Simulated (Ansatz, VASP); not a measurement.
AgCl in VASP and in Ansatz

```xyz
2
Lattice="0.0485 2.7731 2.7731 2.8217 0.0000 2.8217 2.7731 2.7731 0.0485" Properties=species:S:1:pos:R:3 pbc="T T T"
Ag    2.8217    2.7731    2.8217
Cl    0.0000    0.0000    0.0000
```

Change from the starting cell: strain +0.0350 x Voigt [0, 0, 0, 0, 1, 0], atoms carried along.

Alike in both runs: task single point; functional PBE; k mesh 8 × 8 × 8; occupations gaussian, width 0.05 eV; no spin polarisation.

|  | VASP | Ansatz |
| --- | --- | --- |
| version | VASP 6.6.1 | Ansatz 0.2.0 |
| potentials or method | VASP PAW PBE potentials, release 64 (Ag, Cl), cutoff 520 eV | scalar-relativistic, plane waves, PAW |
| valence electrons in the cell | 18 | 26 |

```tsv
	VASP	Ansatz	Ansatz less VASP
gap on the k mesh at the Fermi level (eV)	0.88	0.88	+0.003
least direct gap on the mesh (eV)	3.15	3.15	-0.002
pressure (GPa)	1.5	1.6	+0.14
traceless stress, the component that is largest in VASP (GPa)	-0.19	-0.19	+0.002
```

VASP's potentials hold 18 valence electrons a cell and Ansatz's 26, so a difference there can come from the potentials and not from the codes.
